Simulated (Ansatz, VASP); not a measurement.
# One calculation of Rh, two programs

INCAR

```
PREC     = Accurate       # precision mode
ENCUT    = 520            # plane-wave cutoff, eV
EDIFF    = 1E-6           # SCF threshold, eV
ISMEAR   = 0              # smearing method
SIGMA    = 0.15           # smearing width, eV
LREAL    = False          # projectors in reciprocal space
LASPH    = True           # aspherical terms in the spheres
NELM     = 60             # most SCF steps
ALGO     = Fast           # electronic algorithm
ISIF     = 2              # what is computed and relaxed
LWAVE    = False          # write WAVECAR
LCHARG   = True           # write CHGCAR
GGA      = PE             # functional
LELF     = True           # ELF
LVHAR    = True         
NBANDS   = 14             # bands
```

KPOINTS

```
Automatic mesh
0
Gamma
  26 26 26
```

Contents of POSCAR:

```
Rh
1.0
    0.0000000000      1.9149654115      1.9149654115
    2.0825248850      0.0000000000      1.9149654115
    2.0825248850      1.9149654115      0.0000000000
Rh
1
Direct
    0.0000000000      0.0000000000      0.0000000000
```

Input for Ansatz:

```yaml
crystal:
  lattice:
    - [0.0, 1.9149654115, 1.9149654115]
    - [2.082524885, 0.0, 1.9149654115]
    - [2.082524885, 1.9149654115, 0.0]
  atoms:
    - { symbol: Rh, position: [0.0, 0.0, 0.0] }
basis:
  ecutwfc: 420
kpoints:
  mp_grid: { grid: [26, 26, 26] }
hamiltonian:
  xc: pbe
scf:
  occupations: { method: gaussian, width: 0.15 }
output:
  forces: true
  stress: true
  eigenvalues: true
```

Change from the starting cell: strain +0.0875 x Voigt [1, 0, 0, 0, 0, 0], atoms carried along.

Alike in both runs: task single point; functional PBE; k mesh 26 × 26 × 26; occupations gaussian, width 0.15 eV; no spin polarisation.

|  | VASP | Ansatz |
| --- | --- | --- |
| version | VASP 6.6.1 | Ansatz 0.2.0 |
| potentials or method | VASP PAW PBE potentials, release 64 (Rh_pv), cutoff 520 eV | scalar-relativistic, plane waves, PAW |
| valence electrons in the cell | 15 | 17 |

Ansatz gave:

| Quantity | Value |
| --- | --- |
| gap on the k mesh at the Fermi level (eV) | none |
| pressure (GPa) | -16.3 |
| traceless stress, the component that is largest in VASP (GPa) | -10.19 |

Task: What did VASP give for the same quantities?

Result: gap on the k mesh at the Fermi level (eV): none; pressure (GPa): -16.3; traceless stress, the component that is largest in VASP (GPa): -10.17.

A gap of «none» marks a metal or a gap that the smearing closes. The functional is the same, so the differences come from potentials, cutoffs and numerics. VASP's potentials hold 15 valence electrons a cell and Ansatz's 17, so a difference there can come from the potentials and not from the codes.
